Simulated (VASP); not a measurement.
Runs of VASP 6.6.1 on BaO. The structure is that of space group Fm-3m (No. 225), or close to it. The cells are those of the table. 

| cell | gap on the mesh (eV) | pressure (GPa) |
| --- | --- | --- |
| a = 3.965 Å, angles 60.0°, 2 atoms | (b) | -2.8 |
| a = 3.889 Å, angles 60.0°, 2 atoms | (c) | 1.4 |
| a = 3.810 Å, angles 60.0°, 2 atoms | 1.53 | 7.3 |
| a = 3.850 Å, angles 60.0°, 2 atoms | 1.67 | (a) |
| a = 3.928 Å, angles 60.0°, 2 atoms | 1.90 | -0.9 |

Alike in all rows: task single point; level PBEsol; potentials or basis VASP PAW PBE potentials, release 64 (Ba_sv, O); no spin polarisation; k mesh 12 × 12 × 12; cutoff (eV) 600; smearing gaussian 0.02 eV.

Task: Estimate the missing entries.

Result: (a) 4.1; (b) 2.00; (c) 1.79.

Caveats: the PAW data sets were made with another functional, which shifts forces and pressure a little; spin-orbit coupling is left out, which moves the levels of the heavy elements.

A k mesh can miss the band edges, and the runs leave out spin-orbit coupling on Ba.
